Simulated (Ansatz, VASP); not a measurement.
# Mg5Se2 in VASP and in Ansatz

```
Mg Se
1.0
     7.51323   -3.33140    0.40488
     7.51323    3.33140    0.40488
    -0.43978    0.00000    6.20441
Mg Se
10 4
Direct
  0.35459 0.64541 0.75000
  0.89933 0.53340 0.22484
  0.46660 0.10067 0.27516
  0.14135 0.04568 0.40638
  0.95432 0.85865 0.09362
  0.64541 0.35459 0.25000
  0.53340 0.89933 0.72484
  0.10067 0.46660 0.77516
  0.04568 0.14135 0.90638
  0.85865 0.95432 0.59362
  0.52907 0.23839 0.89848
  0.76161 0.47093 0.60152
  0.23839 0.52907 0.39848
  0.47093 0.76161 0.10152
```

Alike in both runs: functional PBE; k mesh 3 × 3 × 3; occupations gaussian, width 0.2 eV; no spin polarisation.

Ansatz relaxed the structure, and its values are those at the end. VASP's run is a single point on that final structure, the one shown.

|  | VASP | Ansatz |
| --- | --- | --- |
| version | VASP 6.6.1 | Ansatz 0.2.0 |
| potentials or method | VASP PAW PBE potentials, release 64 (Mg, Se), cutoff 520 eV | scalar-relativistic, plane waves, PAW |
| valence electrons in the cell | 44 | 164 |

Ansatz gave:

| Item | Value |
| --- | --- |
| gap on the k mesh at the Fermi level (eV) | none |
| pressure (GPa) | 0.1 |
| rms of the force components (eV/Å) | 0.013 |

Which values does VASP return?

gap on the k mesh at the Fermi level (eV): none; pressure (GPa): 0.0; rms of the force components (eV/Å): 0.013.

A gap of «none» marks a metal or a gap that the smearing closes. The functional is the same, so the differences come from potentials, cutoffs and numerics. VASP's potentials hold 44 valence electrons a cell and Ansatz's 164, so a difference there can come from the potentials and not from the codes.
